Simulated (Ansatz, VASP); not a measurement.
## Two plane-wave programs on K3Pd

```
CELL_PARAMETERS angstrom
-3.01435 3.01435 4.26806
3.01435 -3.01435 4.26806
3.01435 3.01435 -4.26806
ATOMIC_POSITIONS crystal
K 0.50000 0.50000 0.00000
K 0.25000 0.75000 0.50000
K 0.75000 0.25000 0.50000
Pd 0.00000 0.00000 0.00000
```

Alike in both runs: functional PBE; k mesh 12 × 12 × 12; occupations gaussian, width 0.1 eV; no spin polarisation.

Ansatz relaxed the structure, and its values are those at the end. VASP's run is a single point on that final structure, the one shown.

|  | VASP | Ansatz |
| --- | --- | --- |
| version | VASP 6.6.1 | Ansatz 0.2.0 |
| potentials or method | VASP PAW PBE potentials, release 64 (K_sv, Pd), cutoff 520 eV | scalar-relativistic, plane waves, PAW |
| valence electrons in the cell | 37 | 45 |

```tsv
	VASP	Ansatz	Ansatz less VASP
gap on the k mesh at the Fermi level (eV)	none	none	-
pressure (GPa)	0.0	0.0	+0.01
```

A gap of «none» marks a metal or a gap that the smearing closes. VASP's potentials hold 37 valence electrons a cell and Ansatz's 45, so a difference there can come from the potentials and not from the codes.
